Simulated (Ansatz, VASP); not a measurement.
One calculation of W4N, two programs

```
CELL_PARAMETERS angstrom
4.13480 0.00000 0.00000
0.00000 4.13480 0.00000
0.00000 0.00000 4.13480
ATOMIC_POSITIONS crystal
W 0.50000 0.00000 0.00000
W 0.00000 0.50000 0.00000
W 0.00000 0.00000 0.50000
W 0.50000 0.50000 0.50000
N 0.00000 0.00000 0.00000
```

Change from the starting cell: species swapped into the Co4N type (Pm-3m, No. 221).

Alike in both runs: functional PBE; k mesh 4 × 4 × 4; occupations gaussian, width 0.1 eV; no spin polarisation.

Ansatz relaxed the structure, and its values are those at the end. VASP's run is a single point on that final structure, the one shown.

|  | VASP | Ansatz |
| --- | --- | --- |
| version | VASP 6.6.1 | Ansatz 0.2.0 |
| potentials or method | VASP PAW PBE potentials, release 64 (W_sv, N), cutoff 520 eV | scalar-relativistic, plane waves, PAW |
| valence electrons in the cell | 61 | 61 |

|  | VASP | Ansatz | Ansatz less VASP |
| --- | --- | --- | --- |
| gap on the k mesh at the Fermi level (eV) | none | none | - |
| pressure (GPa) | 0.6 | -0.4 | -0.92 |

A gap of «none» marks a metal or a gap that the smearing closes. With one functional, cell and mesh, what is left measures potentials, basis and numerics.

The k mesh is coarse, so the values compare programs but aren't converged. Spin-orbit coupling is off throughout.
